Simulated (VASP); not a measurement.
Here is a VASP 6.6.1 calculation.

File INCAR:

```
SYSTEM = CuO
PREC = Accurate ; ENCUT = 520
EDIFF = 1E-6 ; ISMEAR = -1
SIGMA = 0.05 ; LREAL = .False.
LASPH = .True. ; NELM = 60
ALGO = Normal ; ISIF = 2
LWAVE = .False. ; LCHARG = .False.
GGA = PE ; NBANDS = 16
```

KPOINTS

```
regular mesh
0
Gamma
  15 15 15
  0 0 0
```

Contents of POSCAR:

```
CuO
1.0
    0.0000000000      2.1165600000      2.1165600000
    2.1165600000      0.0000000000      2.1165600000
    2.1165600000      2.1165600000      0.0000000000
Cu O
1 1
Direct
    0.0294977200      0.0281008700      0.9080259900
    0.4705022800      0.4718991300      0.5919740100
```

Potentials or basis: VASP PAW PBE potentials, release 64 (Cu, O).

Run with:

```bash
$ cat potpaw_PBE.64/Cu/POTCAR potpaw_PBE.64/O/POTCAR > POTCAR
$ mpirun -np 1 vasp_std > vasp.out
```

Task: Estimate the band gap on the k mesh.

Result: Zero (an odd number of electrons rules out a gap without spin polarisation).

Task: What does it give for the largest force?

Result: 1.026 eV/Å.

Task: What does it give for the pressure?

Result: 19.2 GPa.

Stress tensor (GPa, compression positive):
```
20.72 -4.54  3.79
-4.54 19.84  3.58
 3.79  3.58 17.05
```

Caveat: the cell stands under pressure; an odd number of electrons without spin polarisation forces a metal; a magnetic or distorted state may lie lower; semilocal functionals often make such compounds metallic where correlation or magnetic order opens a gap, which also shifts bond lengths. With open d or f shells a metallic result of PBE can be an artefact of self-interaction; +U or a hybrid may open a gap.
